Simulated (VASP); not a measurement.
Wanted: the native input for a VASP 6.6.1 run.

| Quantity | Value |
| --- | --- |
| Task | single point |
| Functional | PBE |
| Potentials or basis | VASP PAW PBE potentials, release 64 (Ga_d) |
| Cutoff | 520 eV |
| k mesh | 7 × 7 × 10 |
| Occupations | fermi-dirac, width 0.05 eV |
| Spin | no spin polarisation |
| Dipole correction | no |
| Further INCAR settings | ALGO = Fast; EDIFF = 1e-06; NBANDS = 20 |

The structure of Ga lies in POSCAR:

```
Ga
1.0
    4.3893346553      0.0000000000      0.0000000000
   -2.1946722601      3.8012811835      0.0000000000
    0.0000000000      0.0000000000      2.7278278512
Ga
2
Direct
    0.3333300000      0.6666700000      0.5000000000
    0.6666700000      0.3333300000      0.5000000000
```

One way to write it, as run:

INCAR

```
SYSTEM = Ga
  PREC = Accurate
  ENCUT = 520
  EDIFF = 1E-6
  ISMEAR = -1
  SIGMA = 0.05
  LREAL = .False.
  LASPH = .True.
  NELM = 80
  ALGO = Fast
  ISIF = 2
  LWAVE = .False.
  LCHARG = .False.
  GGA = PE
  NBANDS = 20
```

KPOINTS

```
Automatic mesh
0
Gamma
  7 7 10
  0 0 0
```

Potentials or basis: VASP PAW PBE potentials, release 64 (Ga_d).

Run with:

```sh
$ cat potpaw_PBE.64/Ga_d/POTCAR > POTCAR
$ mpirun -np 1 vasp_std > vasp.out
```

It gave:

```json
{
 "Pressure": "2.1 GPa",
 "Band gap on the k mesh": "zero (band 13 reaches 6.35 eV, above the bottom of band 14 at 2.89 eV)"
}
```

It took 2.1 min on 1 thread of AMD EPYC 7R43 64-Core Processor (Zen 3), with other jobs on the host, peak memory 0.17 GiB.
